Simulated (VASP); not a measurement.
# BN (wurtzite type) (P6_3mc) in VASP: further runs, part 2 of 2

VASP 6.6.1.

## (4) Single point, PBE (volume scaled by 0.72)

INCAR

```
ALGO = Normal
EDIFF = 1E-6
ENCUT = 520
GGA = PE
ISIF = 2
ISMEAR = -1
LASPH = True
LCHARG = False
LREAL = False
LWAVE = False
NBANDS = 16
NELM = 80
PREC = Accurate
SIGMA = 0.05
```

KPOINTS

```
k-points
0
Gamma
  12 12 6
```

POSCAR

```
BN
1.0
    2.2861350323      0.0000000000      0.0000000000
   -1.1430675162      1.9798510145      0.0000000000
    0.0000000000      0.0000000000      3.7979837296
B N
2 2
Direct
    0.3333333333      0.6666666667      0.0018888074
    0.6666666667      0.3333333333      0.5018888074
    0.3333333333      0.6666666667      0.3741111926
    0.6666666667      0.3333333333      0.8741111926
```

Potentials or basis: VASP PAW PBE potentials, release 64 (B, N).

On the command line:

```sh
cat potpaw_PBE.64/B/POTCAR potpaw_PBE.64/N/POTCAR > POTCAR
mpirun -np 1 vasp_std > vasp.out
```

OUTCAR:

```text
EDIFF = 1E-6
   ENCUT = 520
   GGA = PE
   ISIF = 2
   ISMEAR = -1
   LASPH = True
   LREAL = False
   NELM = 80
   PREC = Accurate

 ion  position               nearest neighbor table
   1  0.333  0.667  0.002-   4 1.41   4 1.41   4 1.41   3 1.41
   2  0.667  0.333  0.502-   3 1.41   3 1.41   3 1.41   4 1.41
   3  0.333  0.667  0.374-   2 1.41   2 1.41   2 1.41   1 1.41
   4  0.667  0.333  0.874-   1 1.41   1 1.41   1 1.41   2 1.41

  LATTYP: Found a hexagonal cell.
 ALAT       =     2.2861350323
 C/A-ratio  =     1.6613120730

  Lattice vectors:

 A1 = (   2.2861350323,   0.0000000000,   0.0000000000)
 A2 = (  -1.1430675162,   1.9798510145,   0.0000000000)
 A3 = (   0.0000000000,   0.0000000000,   3.7979837296)

Analysis of symmetry for initial positions (statically):
=====================================================================
 Subroutine PRICEL returns:
 Original cell was already a primitive cell.

 Routine SETGRP: Setting up the symmetry group for a
 hexagonal supercell.

 Subroutine GETGRP returns: Found 12 space group operations
 (whereof  6 operations were pure point group operations)
 out of a pool of 24 trial point group operations.

The static configuration has the point symmetry C_3v.
 The point group associated with its full space group is C_6v.

Analysis of symmetry for dynamics (positions and initial velocities):
=====================================================================
 Subroutine PRICEL returns:
 Original cell was already a primitive cell.

 Routine SETGRP: Setting up the symmetry group for a
 hexagonal supercell.

 Subroutine GETGRP returns: Found 12 space group operations
 (whereof  6 operations were pure point group operations)
 out of a pool of 24 trial point group operations.

The dynamic configuration has the point symmetry C_3v.
 The point group associated with its full space group is C_6v.

 Subroutine INISYM returns: Found 12 space group operations
 (whereof  6 operations are pure point group operations),
 and found     1 'primitive' translations

----------------------------------------------------------------------------------------

                                     Primitive cell

  volume of cell :      17.1905

  direct lattice vectors                    reciprocal lattice vectors
     2.286135032  0.000000000  0.000000000     0.437419481  0.252544255  0.000000000
    -1.143067516  1.979851014  0.000000000     0.000000000  0.505088511  0.000000000
     0.000000000  0.000000000  3.797983730     0.000000000  0.000000000  0.263297600

  length of vectors
     2.286135032  2.286135032  3.797983730     0.505088511  0.505088511  0.263297600

  position of ions in fractional coordinates (direct lattice)
     0.333333333  0.666666667  0.001888807
     0.666666667  0.333333333  0.501888807
     0.333333333  0.666666667  0.374111193
     0.666666667  0.333333333  0.874111193

  ion indices of the primitive-cell ions
   primitive index   ion index
[... 23 lines left out ...]
  Shift w.r.t. Gamma in fractional coordinates (k-lattice)
     0.000000000  0.000000000  0.000000000

 Subroutine IBZKPT returns following result:
 ===========================================

 Found     76 irreducible k-points:

 Following reciprocal coordinates:
            Coordinates               Weight
  0.000000  0.000000  0.000000      1.000000
  0.083333  0.000000  0.000000      6.000000
  0.166667 -0.000000  0.000000      6.000000
  0.250000 -0.000000  0.000000      6.000000
  0.333333 -0.000000  0.000000      6.000000
  0.416667  0.000000  0.000000      6.000000
[... 16 lines left out ...]
  0.250000 -0.000000  0.166667     12.000000
  0.333333 -0.000000  0.166667     12.000000
 [... further k-points ...]
   k-points           NKPTS =     76   k-points in BZ     NKDIM =     76   number of bands    NBANDS=     16
   number of dos      NEDOS =    301   number of ions     NIONS =      4
   total plane-waves  NPLWV =   9072
   dimension x,y,z NGX =    18 NGY =   18 NGZ =   28
   dimension x,y,z NGXF=    36 NGYF=   36 NGZF=   56
   ions per type =               2   2
   NGX,Y,Z   is equivalent  to a cutoff of  13.09, 13.09, 12.26 a.u.
   NGXF,Y,Z  is equivalent  to a cutoff of  26.18, 26.18, 24.51 a.u.
 SYSTEM =  unknown system
   PREC   = accura    normal or accurate (medium, high low for compatibility)
   ISTART =      0    job   : 0-new  1-cont  2-samecut
   ICHARG =      2    charge: 1-file 2-atom 10-const
   ISPIN  =      1    spin polarized calculation?
   LNONCOLLINEAR =      F non collinear calculations
   LSORBIT =      F    spin-orbit coupling
   LASPH  =      T    aspherical Exc in radial PAW
   ENCUT  =  520.0 eV  38.22 Ry    6.18 a.u.   4.25  4.25  7.06*2*pi/ulx,y,z
   NELM   =     80;   NELMIN=  2; NELMDL= -5     # of ELM steps
   EDIFF  = 0.1E-05   stopping-criterion for ELM
   LREAL  =      F    real-space projection
   EDIFFG = 0.1E-04   stopping-criterion for IOM
   NSW    =      0    number of steps for IOM
   IBRION =     -1    ionic relax: 0-MD 1-quasi-New 2-CG
   NFREE  =      0    steps in history (QN), initial steepest desc. (CG)
   ISIF   =      2    stress and relaxation
   ISYM   =      2    0-nonsym 1-usesym 2-fastsym
   POTIM  = 0.5000    time-step for ionic-motion
   TEBEG  =    0.0;   TEEND  =   0.0 temperature during run
   PSTRESS=    0.0 pullay stress
   NELECT =      16.0000    total number of electrons
   NUPDOWN=      -1.0000    fix difference up-down
   EMIN   =  10.00;   EMAX   =-10.00  energy-range for DOS
   EFERMI =   0.00;   METHOD = LEGACY
   ISMEAR =    -1;   SIGMA  =   0.05  broadening in eV -4-tet -1-fermi 0-gaus
   EFERMI_NEDOS =   21; number of points for ismear=-14 and -15
   IALGO  =     38    algorithm
   IMIX   =      4    mixing-type and parameters
     AMIX     =   0.40;   BMIX     =  1.00
     AMIX_MAG =   1.60;   BMIX_MAG =  1.00
  volume/ion in A,a.u.               =       4.30        29.00
  Fermi-wavevector in a.u.,A,eV,Ry     =   1.598401  3.020539 34.761318  2.554885
  Thomas-Fermi vector in A             =   2.695856
   LORBIT       =      0    0 simple, 1 ext, 2 COOP (PROOUT), +10 PAW based schemes
   GGA     = PE    functional components
   LHFCALC =     F    Hartree Fock is set to
   AEXX    =    0.0000 exact exchange contribution
   IVDW    =     0    specifies the selected vdW correction
   LEPSILON=     F    determine dielectric tensor
   LRPA    =     F    only Hartree local field effects (RPA)
 non-spin polarized calculation
  energy-cutoff  :      520.00
  volume of cell :       17.19
 maximum number of plane-waves:       476
 NGX is ok and might be reduce to    18

 number of electron      15.9999997 magnetization

 Free energy of the ion-electron system (eV)
  ---------------------------------------------------
  ext. energy  EPLUGINS =         0.00000000
  ---------------------------------------------------
  free energy    TOTEN  =       -31.21191018 eV

  energy without entropy =      -31.21191018  energy(sigma->0) =      -31.21191018

 E-fermi :  13.1309     XC(G=0): -14.4537

 val. band max:       12.1772267516   @ k =   0.0000   0.0000   0.0000
 cond. band min:      16.3698290247   @ k =   0.3333   0.3333   0.0000
 fundamental gap:      4.1926022731
 Fermi energy:        13.1308982440

 k-point     1 :       0.0000    0.0000    0.0000
  band No.  band energies     occupation
      1     -12.4809      2.00000
      2      -6.7684      2.00000
      3      -2.2748      2.00000
      4       9.2618      2.00000
      5       9.2618      2.00000
      6      11.5589      2.00000
[... 433 lines left out ...]
      3       0.5349      2.00000
      4       2.5613      2.00000
      5       4.7205      2.00000
      6       6.2443      2.00000
[... 8 lines left out ...]
     15      32.5490      0.00000
     16      33.7676      0.00000

 [... further k-points ...]

------------------------ aborting loop because EDIFF is reached ----------------------------------------

  FORCE on cell =-STRESS in cart. coord.  units (eV):
  Direction    XX          YY          ZZ          XY          YZ          ZX
  --------------------------------------------------------------------------------------
  -------------------------------------------------------------------------------------
  Total       23.8397048     23.8397048     23.8567733     -0.0000000      0.0000000     -0.0000000
  in kB     2221.8972280   2221.8972281   2223.4880367     -0.0000001      0.0000000     -0.0000000
  external PRESSURE =    2222.4274976 kB  Pullay stress =       0.0000000 kB

 VOLUME and BASIS-vectors are now :
 -----------------------------------------------------------------------------
  energy-cutoff  :      520.00
  volume of cell :       17.19
      direct lattice vectors                 reciprocal lattice vectors
     2.286135032  0.000000000  0.000000000     0.437419481  0.252544255  0.000000000
    -1.143067516  1.979851014  0.000000000     0.000000000  0.505088511  0.000000000
     0.000000000  0.000000000  3.797983730     0.000000000  0.000000000  0.263297600

 POSITION                                       TOTAL-FORCE (eV/Angst)
 -----------------------------------------------------------------------------------
     -0.00000      1.31990      0.00717        -0.000000      0.000000      0.003087
      1.14307      0.65995      1.90617         0.000000      0.000000      0.003087
     -0.00000      1.31990      1.42087        -0.000000      0.000000     -0.003087
      1.14307      0.65995      3.31986         0.000000      0.000000     -0.003087
 -----------------------------------------------------------------------------------
    total drift:                                0.000000      0.000000     -0.000295

  FREE ENERGIE OF THE ION-ELECTRON SYSTEM (eV)
  ---------------------------------------------------
  free  energy   TOTEN  =       -31.2119101846 eV

  energy  without entropy=      -31.2119101846  energy(sigma->0) =      -31.21191018
```

stdout:

```text
POSCAR found type information on POSCAR B N
 POSCAR found :  2 types and       4 ions
 scaLAPACK will be used
 LDA part: xc-table for (Slater+PW92), standard interpolation
 POSCAR, INCAR and KPOINTS ok, starting setup
 FFT: planning ... GRIDC
 FFT: planning ... GRID_SOFT
 FFT: planning ... GRID
 WAVECAR not read
 entering main loop
```

Run time: 8.7 s. Hardware: 1 thread of Intel Xeon 6975P-C (Granite Rapids), shared host; peak memory 0.12 GiB.

What came out:

| Item | Value |
| --- | --- |
| Free energy | -31.2119 eV |
| Pressure | 222.2 GPa |
| Largest force | 0.003 eV/Å |
| Band gap on the k mesh | 4.19 eV, indirect (least direct gap 9.61 eV) |

Forces on the atoms (eV/Å):
```
B    0.000  0.000  0.003
B    0.000  0.000  0.003
N    0.000  0.000 -0.003
N    0.000  0.000 -0.003
```

Stress tensor (GPa, compression positive):
```
222.19   0.00   0.00
  0.00 222.19   0.00
  0.00   0.00 222.35
```

Caveat: the cell differs from its parent crystal (volume scaled by 0.72). A k mesh can miss the band edges.

## (5) Single point, PBE

This run uses another cell than the first one, of 4.78 Å³/atom, 1.111 times its volume.

INCAR

```
SYSTEM = BN
ALGO = Normal ; EDIFF = 1E-6
ENCUT = 520 ; GGA = PE
ISIF = 2 ; ISMEAR = -1
LASPH = .TRUE. ; LCHARG = .FALSE.
LREAL = .FALSE. ; LWAVE = .FALSE.
NBANDS = 16 ; NELM = 80
PREC = Accurate ; SIGMA = 0.05
```

KPOINTS

```
k-points
0
G
  12 12 6
  0 0 0
```

POSCAR

```
BN
1.0
    2.3694419887      0.0000000000      0.0000000000
   -1.1847209944      2.0519969550      0.0000000000
    0.0000000000      0.0000000000      3.9284586603
B N
2 2
Direct
    0.3333333333      0.6666666667      0.0014940786
    0.6666666667      0.3333333333      0.5014940786
    0.3333333333      0.6666666667      0.3745059214
    0.6666666667      0.3333333333      0.8745059214
```

On the command line:

```sh
cat potpaw_PBE.64/B/POTCAR potpaw_PBE.64/N/POTCAR > POTCAR
mpirun -np 1 vasp_std > vasp.out
```

Run time: 9.4 s. Hardware: 1 thread of Intel Xeon 6975P-C (Granite Rapids), shared host; peak memory 0.13 GiB.

The run converged. Its results:

```yaml
Free_energy: -33.2486 eV
Pressure: 125.3 GPa
Largest_force: 0.003 eV/Å
Band_gap_on_the_k_mesh: 4.61 eV, indirect (least direct gap 9.21 eV)
```

Forces on the atoms (eV/Å):
```
B    0.000  0.000  0.003
B    0.000  0.000  0.003
N    0.000  0.000 -0.003
N    0.000  0.000 -0.003
```

Stress tensor (GPa, compression positive):
```
125.28   0.00   0.00
  0.00 125.28   0.00
  0.00   0.00 125.38
```

Levels at points of the mesh, in eV from the valence-band top:
```
           k point  band 5  band 6  band 7  band 8  band 9  band 10  band 11  band 12
(0.00, 0.00, 0.00)   -2.63   -0.48    0.00    0.00    9.21     9.21     9.68    12.33
(0.50, 0.00, 0.00)   -8.26   -6.18   -5.68   -2.61    7.46     8.50    11.61    13.14
(0.00, 0.00, 0.50)   -1.47   -1.47   -1.47   -1.47   11.06    11.06    11.06    11.06
(0.50, 0.00, 0.50)   -4.69   -4.69   -4.43   -4.43    7.29     7.29    11.47    11.47
```

## (6) Single point, PBE

INCAR

```
  PREC = Accurate
  ENCUT = 520
  EDIFF = 1E-6
  ISMEAR = -1
  SIGMA = 0.05
  LREAL = False
  LASPH = True
  NELM = 80
  ALGO = Normal
  ISIF = 2
  LWAVE = False
  LCHARG = False
  GGA = PE
  NBANDS = 16
```

KPOINTS

```
regular mesh
0
Gamma
  12 12 6
```

POSCAR, as its differences from that of step 5:

```diff
@@ -4,3 +4,3 @@
    -1.1847209944      2.0519969550      0.0000000000
-    0.0000000000      0.0000000000      3.9284586603
+    0.0000000000      0.0000000000      3.9284586604
 B N
```

Potentials or basis: VASP PAW PBE potentials, release 64 (B, N).

On the command line:

```sh
cat potpaw_PBE.64/B/POTCAR potpaw_PBE.64/N/POTCAR > POTCAR
mpirun -np 1 vasp_std > vasp.out
```

Run time: 8.7 s. Hardware: 1 thread of Intel Xeon 6975P-C (Granite Rapids), shared host; peak memory 0.13 GiB.

It converged, with:

- Free energy: -33.2486 eV
- Pressure: 125.3 GPa
- Largest force: 0.003 eV/Å
- Band gap on the k mesh: 4.61 eV, indirect (least direct gap 9.21 eV)

Forces on the atoms (eV/Å):
```
B    0.000  0.000  0.003
B    0.000  0.000  0.003
N    0.000  0.000 -0.003
N    0.000  0.000 -0.003
```

Stress tensor (GPa, compression positive):
```
125.28   0.00   0.00
  0.00 125.28   0.00
  0.00   0.00 125.38
```

Levels at points of the mesh, in eV from the valence-band top:
```
           k point  band 6  band 7  band 8  band 9  band 10  band 11
(0.00, 0.00, 0.00)   -0.48    0.00    0.00    9.21     9.21     9.68
(0.50, 0.00, 0.00)   -6.18   -5.68   -2.61    7.46     8.50    11.61
(0.00, 0.00, 0.50)   -1.47   -1.47   -1.47   11.06    11.06    11.06
(0.50, 0.00, 0.50)   -4.69   -4.43   -4.43    7.29     7.29    11.47
```
